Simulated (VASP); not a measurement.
Write the native input for VASP 6.6.1 that does the following.

- Task: single point
- Functional: PBE
- Potentials or basis: VASP PAW PBE potentials, release 64 (Cu)
- Cutoff: 520 eV
- k mesh: 14 × 14 × 14
- Occupations: fermi-dirac, width 0.15 eV
- Spin: no spin polarisation
- Dipole correction: no
- Further INCAR settings: ALGO = Normal; EDIFF = 1e-06; NBANDS = 12

The structure of Cu lies in POSCAR:

```
Cu
1.0
    0.0000000000      1.7830713297      1.7830713297
    1.7830713297      0.0000000000      1.7830713297
    1.7830713297      1.7830713297      0.0000000000
Cu
1
Direct
    0.0000000000      0.0000000000      0.0000000000
```

The input as run:

INCAR

```
SYSTEM = Cu
PREC = Accurate
ENCUT = 520
EDIFF = 1E-6
ISMEAR = -1
SIGMA = 0.15
LREAL = .False.
LASPH = .True.
NELM = 100
ALGO = Normal
ISIF = 2
LWAVE = .False.
LCHARG = .False.
GGA = PE
NBANDS = 12
```

KPOINTS

```
Automatic mesh
0
Gamma
  14 14 14
  0 0 0
```

Potentials or basis: VASP PAW PBE potentials, release 64 (Cu).

Launch:

```sh
$ cat potpaw_PBE.64/Cu/POTCAR > POTCAR
$ mpirun -np 1 vasp_std > vasp.out
```

Results of the run:

The pressure is 9.2 GPa.

It took 5.5 s on 1 thread of Intel(R) Xeon(R) 6975P-C (Granite Rapids), with other jobs on the host, peak memory 0.13 GiB.
